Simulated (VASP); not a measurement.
# Al (Fm-3m) in VASP: notebook

Al is run at these levels: PBE; tasks: single point.

Program: VASP 6.6.1. These are calculated values, not measurements. Logs are shortened: lines on timing, memory, paths and dates and some standing lists are left out, and cuts for length are marked.

### Step 1. The cell of the first run

Symmetry: Fm-3m, No. 225, cubic system. Conventional cell: a = 4.040 Å, b = 4.040 Å, c = 4.040 Å, α = 90.00°, β = 90.00°, γ = 90.00°. Within 3.8 Å of Al (site symmetry m-3m) lie 12 Al at 2.86 Å.

### Step 2. Single point, PBE

File INCAR:

```
ALGO = Normal
EDIFF = 1E-6
ENCUT = 500
GGA = PE
GGA_COMPAT = F
ISIF = 2
ISMEAR = -1
LASPH = T
LCHARG = F
LREAL = F
LWAVE = F
NBANDS = 14
NELM = 120
PREC = Accurate
SIGMA = 0.1
```

File KPOINTS:

```
k-points
0
Gamma
  2 2 2
```

File POSCAR:

```
Al
1.0
    4.0404220700      0.0000000000      0.0000000000
    0.0000000000      4.0404220700      0.0000000000
    0.0000000000      0.0000000000      4.0404220700
Al
4
Direct
    0.5000000000      0.5000000000      0.0000000000
    0.0000000000      0.0000000000      0.0000000000
    0.5000000000      0.0000000000      0.5000000000
    0.0000000000      0.5000000000      0.5000000000
```

Potentials or basis: VASP PAW PBE potentials, release 64 (Al).

Run with:

```bash
$ cat potpaw_PBE.64/Al/POTCAR > POTCAR
$ mpirun -np 1 vasp_std > vasp.out
```

OUTCAR:

```text
EDIFF = 1E-6
   ENCUT = 500
   GGA = PE
   ISIF = 2
   ISMEAR = -1
   LASPH = T
   LREAL = F
   NELM = 120
   PREC = Accurate

 ion  position               nearest neighbor table
   1  0.500  0.500  0.000-   2 2.86   3 2.86   4 2.86   3 2.86   4 2.86   2 2.86   3 2.86   3 2.86
                             2 2.86   4 2.86   4 2.86   2 2.86
   2  0.000  0.000  0.000-   1 2.86   3 2.86   4 2.86   3 2.86   4 2.86   1 2.86   4 2.86   4 2.86
                             1 2.86   3 2.86   3 2.86   1 2.86
   3  0.500  0.000  0.500-   1 2.86   2 2.86   4 2.86   1 2.86   2 2.86   1 2.86   4 2.86   1 2.86
                             2 2.86   4 2.86   2 2.86   4 2.86
   4  0.000  0.500  0.500-   1 2.86   2 2.86   3 2.86   1 2.86   2 2.86   2 2.86   3 2.86   2 2.86
                             1 2.86   3 2.86   1 2.86   3 2.86

  LATTYP: Found a simple cubic cell.
 ALAT       =     4.0404220700

  Lattice vectors:

 A1 = (   4.0404220700,   0.0000000000,   0.0000000000)
 A2 = (   0.0000000000,   4.0404220700,   0.0000000000)
 A3 = (   0.0000000000,   0.0000000000,   4.0404220700)

Analysis of symmetry for initial positions (statically):
=====================================================================
 Subroutine PRICEL returns following result:

  LATTYP: Found a face centered cubic cell.
 ALAT       =     4.0404220700

  Lattice vectors:

 A1 = (   2.0202110350,  -2.0202110350,   0.0000000000)
 A2 = (   2.0202110350,   0.0000000000,   2.0202110350)
 A3 = (   0.0000000000,  -2.0202110350,   2.0202110350)

   4 primitive cells build up your supercell.

 Routine SETGRP: Setting up the symmetry group for a
 simple cubic supercell.

 Subroutine GETGRP returns: Found 48 space group operations
 (whereof 48 operations were pure point group operations)
 out of a pool of 48 trial point group operations.

The static configuration has the point symmetry O_h .

Analysis of symmetry for dynamics (positions and initial velocities):
=====================================================================
 Subroutine PRICEL returns following result:

  LATTYP: Found a face centered cubic cell.
 ALAT       =     4.0404220700

  Lattice vectors:

 A1 = (   2.0202110350,  -2.0202110350,   0.0000000000)
 A2 = (   2.0202110350,   0.0000000000,   2.0202110350)
 A3 = (   0.0000000000,  -2.0202110350,   2.0202110350)

   4 primitive cells build up your supercell.

 Routine SETGRP: Setting up the symmetry group for a
 simple cubic supercell.

 Subroutine GETGRP returns: Found 48 space group operations
 (whereof 48 operations were pure point group operations)
 out of a pool of 48 trial point group operations.

The dynamic configuration has the point symmetry O_h .

 Subroutine INISYM returns: Found 48 space group operations
 (whereof 48 operations are pure point group operations),
 and found     4 'primitive' translations

----------------------------------------------------------------------------------------

                                     Primitive cell

  volume of cell :      16.4900

  direct lattice vectors                    reciprocal lattice vectors
     2.020211035 -2.020211035  0.000000000     0.247498896 -0.247498896 -0.247498896
     2.020211035  0.000000000  2.020211035     0.247498896  0.247498896  0.247498896
     0.000000000 -2.020211035  2.020211035    -0.247498896 -0.247498896  0.247498896

  length of vectors
     2.857009845  2.857009845  2.857009845     0.428680662  0.428680662  0.428680662

  position of ions in fractional coordinates (direct lattice)
     1.000000000  0.000000000  0.000000000

  ion indices of the primitive-cell ions
   primitive index   ion index
                 1           1

----------------------------------------------------------------------------------------

 KPOINTS: k-points

Automatic generation of k-mesh.
 Grid dimensions read from file:
 generate k-points for:    2    2    2

 Generating k-lattice:

  Cartesian coordinates                     Fractional coordinates (reciprocal lattice)
     0.123749448  0.000000000  0.000000000     0.500000000  0.000000000  0.000000000
     0.000000000  0.123749448  0.000000000     0.000000000  0.500000000  0.000000000
     0.000000000  0.000000000  0.123749448     0.000000000  0.000000000  0.500000000

  Length of vectors
     0.123749448  0.123749448  0.123749448

  Shift w.r.t. Gamma in fractional coordinates (k-lattice)
     0.000000000  0.000000000  0.000000000

 Subroutine IBZKPT returns following result:
 ===========================================

 Found      4 irreducible k-points:

 Following reciprocal coordinates:
            Coordinates               Weight
  0.000000  0.000000  0.000000      1.000000
  0.500000  0.000000  0.000000      3.000000
  0.500000  0.500000  0.000000      3.000000
  0.500000  0.500000  0.500000      1.000000
   k-points           NKPTS =      4   k-points in BZ     NKDIM =      4   number of bands    NBANDS=     14
   number of dos      NEDOS =    301   number of ions     NIONS =      4
   total plane-waves  NPLWV =  27000
   dimension x,y,z NGX =    30 NGY =   30 NGZ =   30
   dimension x,y,z NGXF=    60 NGYF=   60 NGZF=   60
   ions per type =               4
   NGX,Y,Z   is equivalent  to a cutoff of  12.34, 12.34, 12.34 a.u.
   NGXF,Y,Z  is equivalent  to a cutoff of  24.69, 24.69, 24.69 a.u.
 SYSTEM =  unknown system
   PREC   = accura    normal or accurate (medium, high low for compatibility)
   ISTART =      0    job   : 0-new  1-cont  2-samecut
   ICHARG =      2    charge: 1-file 2-atom 10-const
   ISPIN  =      1    spin polarized calculation?
   LNONCOLLINEAR =      F non collinear calculations
   LSORBIT =      F    spin-orbit coupling
   LASPH  =      T    aspherical Exc in radial PAW
   ENCUT  =  500.0 eV  36.75 Ry    6.06 a.u.   7.37  7.37  7.37*2*pi/ulx,y,z
   NELM   =    120;   NELMIN=  2; NELMDL= -5     # of ELM steps
   EDIFF  = 0.1E-05   stopping-criterion for ELM
   LREAL  =      F    real-space projection
   EDIFFG = 0.1E-04   stopping-criterion for IOM
   NSW    =      0    number of steps for IOM
   IBRION =     -1    ionic relax: 0-MD 1-quasi-New 2-CG
   NFREE  =      0    steps in history (QN), initial steepest desc. (CG)
   ISIF   =      2    stress and relaxation
   ISYM   =      2    0-nonsym 1-usesym 2-fastsym
   POTIM  = 0.5000    time-step for ionic-motion
   TEBEG  =    0.0;   TEEND  =   0.0 temperature during run
   PSTRESS=    0.0 pullay stress
   NELECT =      12.0000    total number of electrons
   NUPDOWN=      -1.0000    fix difference up-down
   EMIN   =  10.00;   EMAX   =-10.00  energy-range for DOS
   EFERMI =   0.00;   METHOD = LEGACY
   ISMEAR =    -1;   SIGMA  =   0.10  broadening in eV -4-tet -1-fermi 0-gaus
   EFERMI_NEDOS =   21; number of points for ismear=-14 and -15
   IALGO  =     38    algorithm
   IMIX   =      4    mixing-type and parameters
     AMIX     =   0.40;   BMIX     =  1.00
     AMIX_MAG =   1.60;   BMIX_MAG =  1.00
  volume/ion in A,a.u.               =      16.49       111.28
  Fermi-wavevector in a.u.,A,eV,Ry     =   0.927631  1.752968 11.707799  0.860499
  Thomas-Fermi vector in A             =   2.053721
   LORBIT       =      0    0 simple, 1 ext, 2 COOP (PROOUT), +10 PAW based schemes
   GGA     = PE    functional components
   LHFCALC =     F    Hartree Fock is set to
   AEXX    =    0.0000 exact exchange contribution
   IVDW    =     0    specifies the selected vdW correction
   LEPSILON=     F    determine dielectric tensor
   LRPA    =     F    only Hartree local field effects (RPA)
 non-spin polarized calculation
  energy-cutoff  :      500.00
  volume of cell :       65.96
 maximum number of plane-waves:      1743
 NGX is ok and might be reduce to    30
   NGX = 15   NGY = 15   NGZ = 15

 number of electron      12.0000000 magnetization

 Free energy of the ion-electron system (eV)
  ---------------------------------------------------
  ext. energy  EPLUGINS =         0.00000000
  ---------------------------------------------------
  free energy    TOTEN  =       -12.90278049 eV

  energy without entropy =      -12.79844802  energy(sigma->0) =      -12.85061426

 E-fermi :   8.1768     XC(G=0): -10.2056

 val. band max:        7.1525581232   @ k =   0.5000   0.0000   0.0000
 cond. band min:       8.1768220607   @ k =   0.5000   0.0000   0.0000
 fundamental gap:      1.0242639374
 Fermi energy:         8.1767905155

 k-point     1 :       0.0000    0.0000    0.0000
  band No.  band energies     occupation
      1      -3.1380      2.00000
      2       5.0740      2.00000
      3       5.0740      2.00000
      4       5.0740      2.00000
      5       6.3993      2.00000
      6       6.3993      2.00000
      7       6.3993      2.00000
      8      13.2617      0.00000
      9      13.2617      0.00000
     10      13.2617      0.00000
     11      13.5919      0.00000
     12      13.5919      0.00000
     13      13.5919      0.00000
     14      13.5919      0.00000

 k-point     2 :       0.5000    0.0000    0.0000
  band No.  band energies     occupation
      1      -0.8893      2.00000
      2      -0.8893      2.00000
      3       7.1526      1.99993
      4       7.1526      1.99993
      5       7.1526      1.99993
      6       7.1526      1.99993
      7       8.1768      0.99984
      8       8.1768      0.99984
      9       9.0972      0.00020
     10       9.0972      0.00020
     11      15.4819      0.00000
     12      15.4824      0.00000
     13      15.5176      0.00000
     14      15.5176      0.00000

 k-point     3 :       0.5000    0.5000    0.0000
  band No.  band energies     occupation
      1       1.3245      2.00000
      2       1.3245      2.00000
      3       1.3245      2.00000
      4       1.3245      2.00000
      5       9.2374      0.00005
      6       9.2374      0.00005
      7       9.2374      0.00005
      8       9.2374      0.00005
      9      10.7527      0.00000
     10      10.7527      0.00000
     11      10.7527      0.00000
     12      10.7527      0.00000
     13      17.4791      0.00000
     14      17.4791      0.00000

 k-point     4 :       0.5000    0.5000    0.5000
  band No.  band energies     occupation
      1       3.4081      2.00000
      2       3.4081      2.00000
      3       3.4081      2.00000
      4       3.4081      2.00000
      5       3.6149      2.00000
      6       3.6149      2.00000
      7       3.6149      2.00000
      8       3.6149      2.00000
      9      19.4014      0.00000
     10      19.4015      0.00000
     11      19.4039      0.00000
     12      19.4065      0.00000
     13      19.4102      0.00000
     14      19.4145      0.00000

------------------------ aborting loop because EDIFF is reached ----------------------------------------

  FORCE on cell =-STRESS in cart. coord.  units (eV):
  Direction    XX          YY          ZZ          XY          YZ          ZX
  --------------------------------------------------------------------------------------
  -------------------------------------------------------------------------------------
  Total       -1.2745268     -1.2745268     -1.2745268      0.0000000      0.0000000      0.0000000
  in kB      -30.9584597    -30.9584597    -30.9584597      0.0000000      0.0000000      0.0000000
  external PRESSURE =     -30.9584597 kB  Pullay stress =       0.0000000 kB

 VOLUME and BASIS-vectors are now :
 -----------------------------------------------------------------------------
  energy-cutoff  :      500.00
  volume of cell :       65.96
      direct lattice vectors                 reciprocal lattice vectors
     4.040422070  0.000000000  0.000000000     0.247498896  0.000000000  0.000000000
     0.000000000  4.040422070  0.000000000     0.000000000  0.247498896  0.000000000
     0.000000000  0.000000000  4.040422070     0.000000000  0.000000000  0.247498896

 POSITION                                       TOTAL-FORCE (eV/Angst)
 -----------------------------------------------------------------------------------
      2.02021      2.02021      0.00000         0.000000      0.000000      0.000000
      0.00000      0.00000      0.00000        -0.000000      0.000000     -0.000000
      2.02021      0.00000      2.02021         0.000000     -0.000000     -0.000000
      0.00000      2.02021      2.02021        -0.000000     -0.000000      0.000000
 -----------------------------------------------------------------------------------
    total drift:                               -0.000000     -0.000000      0.000000

  FREE ENERGIE OF THE ION-ELECTRON SYSTEM (eV)
  ---------------------------------------------------
  free  energy   TOTEN  =       -12.9027804921 eV

  energy  without entropy=      -12.7984480198  energy(sigma->0) =      -12.85061426
```

It took 6.2 s on 1 thread of Intel Xeon 6975P-C, shared host; peak memory 0.15 GiB.

What came out:

* Free energy: -12.9028 eV
* Pressure: -3.1 GPa
* Band gap on the k mesh: zero (band 6 reaches 9.24 eV, above the bottom of band 7 at 3.61 eV)

Caveat: the k points lie up to 0.78 Å⁻¹ apart.

### Step 3. Single point, PBE

File INCAR:

```
SYSTEM = Al
  PREC = Accurate
  ENCUT = 500
  EDIFF = 1E-6
  ISMEAR = -1
  SIGMA = 0.1
  LREAL = .FALSE.
  LASPH = .TRUE.
  NELM = 120
  ALGO = Normal
  ISIF = 2
  LWAVE = .FALSE.
  LCHARG = .FALSE.
  GGA = PE
  NBANDS = 14
  GGA_COMPAT = .FALSE.
```

File KPOINTS:

```
Automatic mesh
0
G
  2 2 2
  0 0 0
```

POSCAR is that of step 2.

Potentials or basis: VASP PAW PBE potentials, release 64 (Al).

Run with:

```bash
$ cat potpaw_PBE.64/Al/POTCAR > POTCAR
$ mpirun -np 1 vasp_std > vasp.out
```

Wall time 6.1 s (1 thread of Intel Xeon 6975P-C, shared host); peak memory 0.15 GiB.

It converged, with:

- Free energy: -12.9028 eV
- Pressure: -3.1 GPa
- Band gap on the k mesh: zero (band 6 reaches 9.24 eV, above the bottom of band 7 at 3.61 eV)

Levels at points of the mesh, in eV from the Fermi level:
```
           k point  band 3  band 4  band 5  band 6  band 7  band 8  band 9  band 10
(0.00, 0.00, 0.00)   -3.10   -3.10   -1.78   -1.78   -1.78    5.08    5.08     5.08
(0.50, 0.00, 0.00)   -1.02   -1.02   -1.02   -1.02    0.00    0.00    0.92     0.92
(0.50, 0.50, 0.00)   -6.85   -6.85    1.06    1.06    1.06    1.06    2.58     2.58
(0.50, 0.50, 0.50)   -4.77   -4.77   -4.56   -4.56   -4.56   -4.56   11.22    11.22
```

Caveat: the k points lie up to 0.78 Å⁻¹ apart.
